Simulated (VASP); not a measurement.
Wanted: the native input for a VASP 6.6.1 run.

```
Task                   : single point
Functional             : r2SCAN
Potentials or basis    : VASP PAW PBE potentials, release 64 (Al, Au)
Cutoff                 : 520 eV
k mesh                 : 4 × 4 × 1
Occupations            : gaussian, width 0.05 eV
Spin                   : no spin polarisation
Dipole correction      : no
Further INCAR settings : LREAL = Auto; ALGO = Normal; EDIFF = 1e-07; NBANDS = 44
```

The system is Al16Au, a slab with vacuum.

```
Al Au
1.0
     5.72757    0.00000    0.00000
     0.00000    5.72757    0.00000
     0.00000    0.00000   17.07500
Al Au
16 1
Direct
  0.25000 0.25000 0.05857
  0.75000 0.25000 0.05857
  0.25000 0.75000 0.05857
  0.75000 0.75000 0.05857
  0.99711 0.00092 0.17815
  0.49431 0.00386 0.17738
  0.99689 0.49940 0.17820
  0.49463 0.49659 0.17748
  0.24109 0.25010 0.29152
  0.73775 0.25006 0.29270
  0.24298 0.75033 0.29179
  0.73562 0.75074 0.28769
  0.96826 0.98606 0.40787
  0.48317 0.99392 0.41350
  0.96620 0.51635 0.40708
  0.48166 0.50515 0.41378
  0.17494 0.25386 0.49784
```

One way to write it, as run:

POSCAR

```
Al16Au
1.0
    5.7275650000      0.0000000000      0.0000000000
    0.0000000000      5.7275650000      0.0000000000
    0.0000000000      0.0000000000     17.0750000000
Al Au
16 1
Direct
    0.2499999564      0.2499999564      0.0585652123
    0.7500000436      0.2499999564      0.0585652123
    0.2499999564      0.7500000436      0.0585652123
    0.7500000436      0.7500000436      0.0585652123
   -0.0028937253      0.0009174929      0.1781529722
    0.4943123299      0.0038648186      0.1773809078
   -0.0031110952      0.4993975625      0.1781986530
    0.4946318374      0.4965883408      0.1774750220
    0.2410888397      0.2500970308      0.2915242167
    0.7377547003      0.2500626357      0.2926965739
    0.2429802193      0.7503342171      0.2917888141
    0.7356155714      0.7507438152      0.2876939971
   -0.0317400152     -0.0139350666      0.4078724451
    0.4831732158     -0.0060814674      0.4134990922
   -0.0338024972      0.5163496180      0.4070794143
    0.4816579122      0.5051539354      0.4137847145
    1.1749394376      0.2538570928      0.4978432211
```

INCAR.step1

```
PREC = Accurate ; ENCUT = 520
ISMEAR = 0 ; SIGMA = 0.05
LREAL = Auto ; LASPH = T
NELM = 100 ; NBANDS = 44
GGA = PE ; ALGO = Normal
EDIFF = 1E-4 ; LWAVE = T
LCHARG = F
```

INCAR.step2

```
PREC = Accurate ; ENCUT = 520
EDIFF = 1E-7 ; ISMEAR = 0
SIGMA = 0.05 ; LREAL = Auto
LASPH = T ; NELM = 100
ALGO = Normal ; ISIF = 2
LWAVE = F ; LCHARG = T
METAGGA = R2SCAN ; LMIXTAU = T
LELF = T ; LVHAR = T
NBANDS = 44 ; ISTART = 1
```

KPOINTS

```
Automatic mesh
0
Gamma
  4 4 1
```

Potentials or basis: VASP PAW PBE potentials, release 64 (Al, Au).

Run with:

```bash
$ cat potpaw_PBE.64/Al/POTCAR potpaw_PBE.64/Au/POTCAR > POTCAR
$ cp INCAR.step1 INCAR
$ mpirun -np 1 vasp_std > vasp.out
$ cp INCAR.step2 INCAR
$ mpirun -np 1 vasp_std > vasp.out
```

It gave:

```yaml
Largest_force: 0.790 eV/Å
Band_gap_on_the_k_mesh: zero (an odd number of electrons rules out a gap without spin polarisation)
```

Caveat: there is no dipole correction, which matters where the two faces differ; the PAW data sets were made with another functional, which shifts forces and pressure a little; spin-orbit coupling is left out, which moves the levels of the heavy elements.

It took 71 min on 1 thread of Intel Xeon 8259CL (shared host), peak memory 0.77 GiB.
